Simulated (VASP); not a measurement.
Here is a VASP 6.6.1 calculation.

Contents of INCAR:

```
SYSTEM = Y4Be
ALGO     = Normal         ! electronic algorithm
EDIFF    = 1E-7           ! SCF threshold, eV
EDIFFG   = -0.01          ! ionic threshold
ENCUT    = 600            ! plane-wave cutoff, eV
GGA      = PE             ! functional
IBRION   = 2              ! ionic algorithm
ISIF     = 3              ! what is computed and relaxed
ISMEAR   = 0              ! smearing method
LASPH    = .True.         ! aspherical terms in the spheres
LCHARG   = .False.        ! write CHGCAR
LREAL    = .False.        ! projectors in reciprocal space
LWAVE    = .False.        ! write WAVECAR
NELM     = 100            ! most SCF steps
NSW      = 100            ! ionic steps
PREC     = Accurate       ! precision mode
SIGMA    = 0.1            ! smearing width, eV
```

Contents of KPOINTS:

```
k-points
0
Gamma
  8 8 8
  0 0 0
```

Contents of POSCAR:

```
Y4Be
1.0
   -3.3279900738      3.3279900738      3.3279900738
    3.3279900738     -3.3279900738      3.3279900738
    3.3279900738      3.3279900738     -3.3279900738
Y Be
4 1
Direct
    0.5000000000      0.5000000000      0.5000000000
    0.0000000000      0.0000000000      0.5000000000
    0.0000000000      0.5000000000      0.0000000000
    0.5000000000      0.0000000000      0.0000000000
    0.0000000000      0.0000000000      0.0000000000
```

Potentials or basis: VASP PAW PBE potentials, release 64 (Y_sv, Be).

Command:

```sh
$ cat potpaw_PBE.64/Y_sv/POTCAR potpaw_PBE.64/Be/POTCAR > POTCAR
$ mpirun -np 1 vasp_std > vasp.out
```

Question: Predict the space group after relaxing (to 0.05 Å).

Answer: Im-3m (No. 229).

Question: Estimate the relaxed volume.

Answer: 29.57 Å³/atom.

Step by step:
```
step  energy change (eV)  largest force (eV/Å)  pressure (GPa)  volume (Å³)
   1              0.0000                0.0000            0.11       147.44
   2             -0.0001                0.0000            0.00       147.86
```
